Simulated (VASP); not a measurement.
# PbS (d3) (Fm-3m) in VASP: a series of runs

Runs on PbS (d3). Level: PBE+D3(BJ). Tasks: single point.

Program: VASP 6.6.1. These are calculated values, not measurements. Logs are shortened: lines on timing, memory, paths and dates and some standing lists are left out, and cuts for length are marked.

### 1 The cell of the first run

Symmetry: Fm-3m, No. 225, cubic system. The conventional cell has a = 5.976 Å, b = 5.976 Å, c = 5.976 Å, α = 90.00°, β = 90.00°, γ = 90.00°. Within 3.9 Å of Pb (site symmetry m-3m) lie 6 S at 2.99 Å. Within 3.9 Å of S (site symmetry m-3m) lie 6 Pb at 2.99 Å.

### 2 Single point, PBE+D3(BJ)

INCAR

```
SYSTEM = PbS
PREC     = Accurate       ! precision mode
ENCUT    = 500            ! plane-wave cutoff, eV
EDIFF    = 1E-6           ! SCF threshold, eV
ISMEAR   = 0              ! smearing method
SIGMA    = 0.1            ! smearing width, eV
LREAL    = .False.        ! projectors in reciprocal space
LASPH    = .True.         ! aspherical terms in the spheres
NELM     = 120            ! most SCF steps
ALGO     = Normal         ! electronic algorithm
ISIF     = 2              ! what is computed and relaxed
LWAVE    = .False.        ! write WAVECAR
LCHARG   = .False.        ! write CHGCAR
GGA      = PE             ! functional
IVDW     = 12             ! dispersion correction
NBANDS   = 17             ! bands
GGA_COMPAT= .False.
```

KPOINTS

```
regular mesh
0
Gamma
  6 6 6
  0 0 0
```

POSCAR

```
PbS
1.0
    0.0000000000      2.9880867000      2.9880867000
    2.9880867000      0.0000000000      2.9880867000
    2.9880867000      2.9880867000      0.0000000000
Pb S
1 1
Direct
    0.5000000000      0.5000000000      0.5000000000
    0.0000000000      0.0000000000      0.0000000000
```

Potentials or basis: VASP PAW PBE potentials, release 64 (Pb_d, S).

Run with:

```
$ cat potpaw_PBE.64/Pb_d/POTCAR potpaw_PBE.64/S/POTCAR > POTCAR
$ mpirun -np 1 vasp_std > vasp.out
```

OUTCAR:

```text
SYSTEM = PbS
   PREC = Accurate
   ENCUT = 500
   EDIFF = 1E-6
   ISMEAR = 0
   LREAL = .False.
   LASPH = .True.
   NELM = 120
   ISIF = 2
   GGA = PE
   IVDW = 12
 IVDW          = 12

 ion  position               nearest neighbor table
   1  0.500  0.500  0.500-   2 2.99   2 2.99   2 2.99   2 2.99   2 2.99   2 2.99
   2  0.000  0.000  0.000-   1 2.99   1 2.99   1 2.99   1 2.99   1 2.99   1 2.99

  LATTYP: Found a face centered cubic cell.
 ALAT       =     5.9761734000

  Lattice vectors:

 A1 = (   0.0000000000,   2.9880867000,   2.9880867000)
 A2 = (   2.9880867000,   0.0000000000,   2.9880867000)
 A3 = (   2.9880867000,   2.9880867000,   0.0000000000)

Analysis of symmetry for initial positions (statically):
=====================================================================
 Subroutine PRICEL returns:
 Original cell was already a primitive cell.

 Routine SETGRP: Setting up the symmetry group for a
 face centered cubic supercell.

 Subroutine GETGRP returns: Found 48 space group operations
[... 9 lines left out ...]

 Routine SETGRP: Setting up the symmetry group for a
 face centered cubic supercell.

 Subroutine GETGRP returns: Found 48 space group operations
[... 11 lines left out ...]
                                     Primitive cell

  volume of cell :      53.3592

  direct lattice vectors                    reciprocal lattice vectors
     0.000000000  2.988086700  2.988086700    -0.167331155  0.167331155  0.167331155
     2.988086700  0.000000000  2.988086700     0.167331155 -0.167331155  0.167331155
     2.988086700  2.988086700  0.000000000     0.167331155  0.167331155 -0.167331155

  length of vectors
     4.225792737  4.225792737  4.225792737     0.289826063  0.289826063  0.289826063

  position of ions in fractional coordinates (direct lattice)
     0.500000000  0.500000000  0.500000000
     0.000000000  0.000000000  0.000000000

  ion indices of the primitive-cell ions
   primitive index   ion index
                 1           1
                 2           2

----------------------------------------------------------------------------------------

 KPOINTS: regular mesh

Automatic generation of k-mesh.
 Grid dimensions read from file:
 generate k-points for:    6    6    6

 Generating k-lattice:

  Cartesian coordinates                     Fractional coordinates (reciprocal lattice)
    -0.027888526  0.027888526  0.027888526     0.166666667  0.000000000  0.000000000
     0.027888526 -0.027888526  0.027888526     0.000000000  0.166666667  0.000000000
     0.027888526  0.027888526 -0.027888526     0.000000000  0.000000000  0.166666667

  Length of vectors
     0.048304344  0.048304344  0.048304344

  Shift w.r.t. Gamma in fractional coordinates (k-lattice)
     0.000000000  0.000000000  0.000000000

 Subroutine IBZKPT returns following result:
 ===========================================

 Found     16 irreducible k-points:

 Following reciprocal coordinates:
            Coordinates               Weight
  0.000000  0.000000  0.000000      1.000000
  0.166667  0.000000  0.000000      8.000000
  0.333333  0.000000  0.000000      8.000000
  0.500000  0.000000  0.000000      4.000000
  0.166667  0.166667  0.000000      6.000000
  0.333333  0.166667  0.000000     24.000000
[... 8 lines left out ...]
 -0.333333  0.333333  0.166667     24.000000
 -0.333333  0.500000  0.166667     12.000000
   k-points           NKPTS =     16   k-points in BZ     NKDIM =     16   number of bands    NBANDS=     17
   number of dos      NEDOS =    301   number of ions     NIONS =      2
   total plane-waves  NPLWV =  32768
   dimension x,y,z NGX =    32 NGY =   32 NGZ =   32
   dimension x,y,z NGXF=    64 NGYF=   64 NGZF=   64
   ions per type =               1   1
   NGX,Y,Z   is equivalent  to a cutoff of  12.59, 12.59, 12.59 a.u.
   NGXF,Y,Z  is equivalent  to a cutoff of  25.18, 25.18, 25.18 a.u.
 SYSTEM =  PbS
   PREC   = accura    normal or accurate (medium, high low for compatibility)
   ISTART =      0    job   : 0-new  1-cont  2-samecut
   ICHARG =      2    charge: 1-file 2-atom 10-const
   ISPIN  =      1    spin polarized calculation?
   LNONCOLLINEAR =      F non collinear calculations
   LSORBIT =      F    spin-orbit coupling
   LASPH  =      T    aspherical Exc in radial PAW
   ENCUT  =  500.0 eV  36.75 Ry    6.06 a.u.   7.70  7.70  7.70*2*pi/ulx,y,z
   NELM   =    120;   NELMIN=  2; NELMDL= -5     # of ELM steps
   EDIFF  = 0.1E-05   stopping-criterion for ELM
   LREAL  =      F    real-space projection
   EDIFFG = 0.1E-04   stopping-criterion for IOM
   NSW    =      0    number of steps for IOM
   IBRION =     -1    ionic relax: 0-MD 1-quasi-New 2-CG
   NFREE  =      0    steps in history (QN), initial steepest desc. (CG)
   ISIF   =      2    stress and relaxation
   ISYM   =      2    0-nonsym 1-usesym 2-fastsym
   POTIM  = 0.5000    time-step for ionic-motion
   TEBEG  =    0.0;   TEEND  =   0.0 temperature during run
   PSTRESS=    0.0 pullay stress
   NELECT =      20.0000    total number of electrons
   NUPDOWN=      -1.0000    fix difference up-down
   EMIN   =  10.00;   EMAX   =-10.00  energy-range for DOS
   EFERMI =   0.00;   METHOD = LEGACY
   ISMEAR =     0;   SIGMA  =   0.10  broadening in eV -4-tet -1-fermi 0-gaus
   EFERMI_NEDOS =   21; number of points for ismear=-14 and -15
   IALGO  =     38    algorithm
   IMIX   =      4    mixing-type and parameters
     AMIX     =   0.40;   BMIX     =  1.00
     AMIX_MAG =   1.60;   BMIX_MAG =  1.00
  volume/ion in A,a.u.               =      26.68       180.04
  Fermi-wavevector in a.u.,A,eV,Ry     =   1.180361  2.230559 18.956356  1.393253
  Thomas-Fermi vector in A             =   2.316655
   LORBIT       =      0    0 simple, 1 ext, 2 COOP (PROOUT), +10 PAW based schemes
   GGA     = PE    functional components
   LHFCALC =     F    Hartree Fock is set to
   AEXX    =    0.0000 exact exchange contribution
   IVDW    =    12    specifies the selected vdW correction
   LEPSILON=     F    determine dielectric tensor
   LRPA    =     F    only Hartree local field effects (RPA)
 non-spin polarized calculation
 Gauss-broadening in eV      SIGMA  =   0.10
  energy-cutoff  :      500.00
  volume of cell :       53.36
 maximum number of plane-waves:      1363
   NGX = 15   NGY = 15   NGZ = 15

 number of electron      20.0000001 magnetization

 Free energy of the ion-electron system (eV)
  ---------------------------------------------------
  ext. energy  EPLUGINS =         0.00000000
  ---------------------------------------------------
  free energy    TOTEN  =        -8.76880723 eV

  energy without entropy =       -8.76879255  energy(sigma->0) =       -8.76879989

 E-fermi :   5.7266     XC(G=0):  -9.5776

 val. band max:        5.5039102757   @ k =   0.5000   0.0000   0.0000
 cond. band min:       5.9492550980   @ k =   0.5000   0.0000   0.0000
 fundamental gap:      0.4453448222
 Fermi energy:         5.7265826832

 k-point     1 :       0.0000    0.0000    0.0000
  band No.  band energies     occupation
      1     -11.2594      2.00000
      2     -11.2594      2.00000
      3     -11.2594      2.00000
      4     -11.2424      2.00000
      5     -11.2424      2.00000
      6      -7.8694      2.00000
[... 9 lines left out ...]
     16      12.3159      0.00000
     17      14.2502      0.00000

 k-point     2 :       0.1667    0.0000    0.0000
  band No.  band energies     occupation
      1     -11.2581      2.00000
      2     -11.2565      2.00000
      3     -11.2565      2.00000
      4     -11.2417      2.00000
      5     -11.2417      2.00000
      6      -7.6445      2.00000
[... 9 lines left out ...]
     16      12.9093      0.00000
     17      16.0445      0.00000

 k-point     3 :       0.3333    0.0000    0.0000
  band No.  band energies     occupation
      1     -11.2670      2.00000
      2     -11.2670      2.00000
      3     -11.2565      2.00000
      4     -11.2240      2.00000
      5     -11.2240      2.00000
      6      -7.0775      2.00000
[... 9 lines left out ...]
     16      14.3010      0.00000
     17      17.6655      0.00000

 k-point     4 :       0.5000    0.0000    0.0000
  band No.  band energies     occupation
      1     -11.2735      2.00000
      2     -11.2735      2.00000
      3     -11.2559      2.00000
      4     -11.2138      2.00000
      5     -11.2138      2.00000
      6      -6.6839      2.00000
[... 9 lines left out ...]
     16      15.6874      0.00000
     17      16.0300      0.00000

 k-point     5 :       0.1667    0.1667    0.0000
  band No.  band energies     occupation
      1     -11.2651      2.00000
      2     -11.2634      2.00000
      3     -11.2459      2.00000
      4     -11.2459      2.00000
      5     -11.2365      2.00000
      6      -7.5645      2.00000
[... 9 lines left out ...]
     16      14.0613      0.00000
     17      14.9881      0.00000

 k-point     6 :       0.3333    0.1667    0.0000
  band No.  band energies     occupation
      1     -11.2867      2.00000
      2     -11.2633      2.00000
      3     -11.2481      2.00000
      4     -11.2335      2.00000
      5     -11.2207      2.00000
      6      -7.0986      2.00000
[... 9 lines left out ...]
     16      15.1797      0.00000
     17      16.9016      0.00000
[... 121 lines left out ...]
 k-point    13 :       0.5000    0.5000    0.0000
  band No.  band energies     occupation
      1     -11.3796      2.00000
      2     -11.2824      2.00000
      3     -11.2188      2.00000
      4     -11.2035      2.00000
      5     -11.2035      2.00000
      6      -6.2903      2.00000
[... 9 lines left out ...]
     16      17.8017      0.00000
     17      17.8058      0.00000

 k-point    14 :       0.5000    0.3333    0.1667
  band No.  band energies     occupation
      1     -11.3122      2.00000
      2     -11.2599      2.00000
      3     -11.2475      2.00000
      4     -11.2211      2.00000
      5     -11.2186      2.00000
      6      -6.6414      2.00000
[... 9 lines left out ...]
     16      16.1412      0.00000
     17      16.4380      0.00000

 k-point    15 :      -0.3333    0.3333    0.1667
  band No.  band energies     occupation
      1     -11.3218      2.00000
      2     -11.2527      2.00000
      3     -11.2393      2.00000
      4     -11.2387      2.00000
      5     -11.2100      2.00000
      6      -6.3651      2.00000
[... 9 lines left out ...]
     16      16.9307      0.00000
     17      17.2690      0.00000

 k-point    16 :      -0.3333    0.5000    0.1667
  band No.  band energies     occupation
      1     -11.3513      2.00000
      2     -11.2635      2.00000
      3     -11.2338      2.00000
      4     -11.2240      2.00000
      5     -11.2035      2.00000
      6      -6.2606      2.00000
[... 9 lines left out ...]
     16      17.3052      0.00000
     17      17.8077      0.00000

------------------------ aborting loop because EDIFF is reached ----------------------------------------

 Edisp (eV)   -0.67878

 E8    (eV) :    -0.3058

  FORCE on cell =-STRESS in cart. coord.  units (eV):
  Direction    XX          YY          ZZ          XY          YZ          ZX
  --------------------------------------------------------------------------------------
  -------------------------------------------------------------------------------------
  Total      -0.42165    -0.42165    -0.42165    -0.00000     0.00000     0.00000
  in kB     -12.66069   -12.66069   -12.66069    -0.00000     0.00000     0.00000
  external pressure =      -12.66 kB  Pullay stress =        0.00 kB

 VOLUME and BASIS-vectors are now :
 -----------------------------------------------------------------------------
  energy-cutoff  :      500.00
  volume of cell :       53.36
      direct lattice vectors                 reciprocal lattice vectors
     0.000000000  2.988086700  2.988086700    -0.167331155  0.167331155  0.167331155
     2.988086700  0.000000000  2.988086700     0.167331155 -0.167331155  0.167331155
     2.988086700  2.988086700  0.000000000     0.167331155  0.167331155 -0.167331155

 POSITION                                       TOTAL-FORCE (eV/Angst)
 -----------------------------------------------------------------------------------
      2.98809      2.98809      2.98809         0.000000     -0.000000      0.000000
      0.00000      0.00000      0.00000        -0.000000      0.000000     -0.000000
 -----------------------------------------------------------------------------------
    total drift:                                0.000000     -0.000000      0.000000

  FREE ENERGIE OF THE ION-ELECTRON SYSTEM (eV)
  ---------------------------------------------------
  free  energy   TOTEN  =        -9.4475902646 eV

  energy  without entropy=       -9.4475755856  energy(sigma->0) =       -9.44758293
```

Run time: 6.6 s. Hardware: 1 thread of Intel Xeon 6975P-C (Granite Rapids), shared host; peak memory 0.18 GiB.

Results:

| Property | Result |
| --- | --- |
| Free energy | -9.4476 eV |
| Pressure | -1.3 GPa |
| Band gap on the k mesh | 0.45 eV, direct |
| Dispersion energy per atom | -0.339 eV |

Caveat: spin-orbit coupling is left out, which moves the levels of the heavy elements.

### 3 Single point, PBE+D3(BJ)

This run uses another cell than the first one, of 26.12 Å³/atom, 0.979 times its volume.

INCAR

```
SYSTEM = PbS
ALGO = Normal
EDIFF = 1E-6
ENCUT = 500
GGA = PE
GGA_COMPAT = .FALSE.
ISIF = 2
ISMEAR = 0
IVDW = 12
LASPH = .TRUE.
LCHARG = .FALSE.
LREAL = .FALSE.
LWAVE = .FALSE.
NBANDS = 17
NELM = 120
PREC = Accurate
SIGMA = 0.02
```

KPOINTS

```
k-points
0
G
  10 10 10
  0 0 0
```

POSCAR

```
PbS
1.0
    0.0000000000      2.9672171024      2.9672171024
    2.9672171024      0.0000000000      2.9672171024
    2.9672171024      2.9672171024      0.0000000000
Pb S
1 1
Direct
    0.5000000000      0.5000000000      0.5000000000
    0.0000000000      0.0000000000      0.0000000000
```

Potentials or basis: VASP PAW PBE potentials, release 64 (Pb_d, S).

Run with:

```
$ cat potpaw_PBE.64/Pb_d/POTCAR potpaw_PBE.64/S/POTCAR > POTCAR
$ mpirun -np 1 vasp_std > vasp.out
```

Wall time 15 s (1 thread of Intel Xeon 6975P-C (Granite Rapids), shared host); peak memory 0.2 GiB.

Results (log left out):

```yaml
Free_energy: -9.4499 eV
Pressure: -0.1 GPa
Band_gap_on_the_k_mesh: 0.37 eV, direct
Dispersion_energy_per_atom: -0.347 eV
```

Levels at points of the mesh, in eV from the valence-band top:
```tsv
k point	band 7	band 8	band 9	band 10	band 11	band 12	band 13	band 14
(0.00, 0.00, 0.00)	-6.04	-2.16	-2.16	-2.16	5.21	5.21	5.21	6.74
(0.50, 0.00, 0.00)	-8.84	-1.77	-1.77	0.00	0.37	1.97	1.97	8.66
(0.50, 0.50, 0.00)	-7.20	-5.18	-3.43	-3.43	3.87	5.57	5.68	5.68
```

Caveat: spin-orbit coupling is left out, which moves the levels of the heavy elements. A k mesh can miss the band edges.
